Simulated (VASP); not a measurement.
Set up this calculation in VASP 6.6.1, as the native input.

```yaml
Task: single point
Functional: PBE
Potentials_or_basis: VASP PAW PBE potentials, release 64 (Sn_d, Se)
Cutoff: 520 eV
k_mesh: 6 × 6 × 2
Occupations: gaussian, width 0.01 eV
Spin: no spin polarisation
Dipole_correction: no
Further_INCAR_settings: ALGO = Normal; EDIFF = 1e-06; NBANDS = 20
```

The structure of SnSe2 lies in POSCAR:

```
SnSe2
1.0
    3.8251491970      0.0000000000      0.0000000000
   -1.9125745985      3.3126763779      0.0000000000
    0.0000000000      0.0000000000      6.2270814990
Sn Se
1 2
Direct
    0.0000000000      0.0000000000      0.0000000000
    0.3333333333      0.6666666667      0.2530781084
    0.6666666667      0.3333333333      0.7469218916
```

The input as run:

INCAR

```
PREC     = Accurate       # precision mode
ENCUT    = 520            # plane-wave cutoff, eV
EDIFF    = 1E-6           # SCF threshold, eV
ISMEAR   = 0              # smearing method
SIGMA    = 0.01           # smearing width, eV
LREAL    = False          # projectors in reciprocal space
LASPH    = True           # aspherical terms in the spheres
NELM     = 60             # most SCF steps
ALGO     = Normal         # electronic algorithm
ISIF     = 2              # what is computed and relaxed
LWAVE    = False          # write WAVECAR
LCHARG   = True           # write CHGCAR
GGA      = PE             # functional
LELF     = True           # ELF
LVHAR    = True         
NBANDS   = 20             # bands
```

KPOINTS

```
regular mesh
0
Gamma
  6 6 2
```

Potentials or basis: VASP PAW PBE potentials, release 64 (Sn_d, Se).

The run is started by

```console
$ cat potpaw_PBE.64/Sn_d/POTCAR potpaw_PBE.64/Se/POTCAR > POTCAR
$ mpirun -np 1 vasp_std > vasp.out
```

Results of the run:

```json
{
 "Pressure": "3.0 GPa",
 "Largest force": "0.263 eV/Å",
 "Band gap on the k mesh": "0.79 eV (least direct gap 1.12 eV)"
}
```

Caveat: the k points lie up to 0.50 Å⁻¹ apart; spin-orbit coupling is left out, which moves the levels of the heavy elements; this functional lacks dispersion, which binds the layers, so the pressure and a relaxed spacing across them are unreliable.

Wall time 30 s on 1 thread of Intel(R) Xeon(R) Platinum 8259CL CPU @ 2.50GHz (Skylake/Cascade Lake) (shared host), peak memory 0.19 GiB.
